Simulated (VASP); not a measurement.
HfZrS3:

```
Zr Hf S
1.0
     4.73251    0.00000    0.00000
     0.00000    4.73251    0.00000
     0.00000    0.00000    4.73251
Zr Hf S
1 1 3
Direct
  0.50000 0.50000 0.50000
  0.00000 0.00000 0.00000
  0.00000 0.50000 0.50000
  0.50000 0.50000 0.00000
  0.50000 0.00000 0.50000
```

The cell was built from a structure type or drawn by symmetry, and may not be a known phase.

| Quantity | Value |
| --- | --- |
| Program | VASP 6.6.1 |
| Task | relaxation of cell and atoms |
| Functional | PBE |
| Potentials or basis | VASP PAW PBE potentials, release 64 (Zr_sv, Hf_pv, S) |
| Cutoff | 600 eV |
| k mesh | 4 × 4 × 4 |
| Occupations | gaussian, width 0.1 eV |
| Spin | no spin polarisation |

At the start: pressure 7.6 GPa; volume 21.20 Å³/atom.

**Question.** Where does the relaxation end?

**Answer.** Over 3 steps the energy falls by 39.4 meV/atom and the volume is 23.00 Å³/atom (+8.5 %); space group Pm-3m (No. 221, to 0.1 Å) before and after.

Step by step:
```tsv
step	energy change (eV)	largest force (eV/Å)	pressure (GPa)	volume (Å³)
1	0.0000	0.0000	7.64	105.99
2	-0.0965	0.0000	-4.17	122.27
3	-0.1970	0.0000	-0.02	114.98
```

Final structure:
```
Zr Hf S
1.0
     4.86270    0.00000    0.00000
     0.00000    4.86270    0.00000
     0.00000    0.00000    4.86270
Zr Hf S
1 1 3
Direct
  0.50000 0.50000 0.50000
  0.00000 0.00000 0.00000
  0.00000 0.50000 0.50000
  0.50000 0.50000 0.00000
  0.50000 0.00000 0.50000
```

Caveat: the highest band is partly filled, so the run has too few bands.
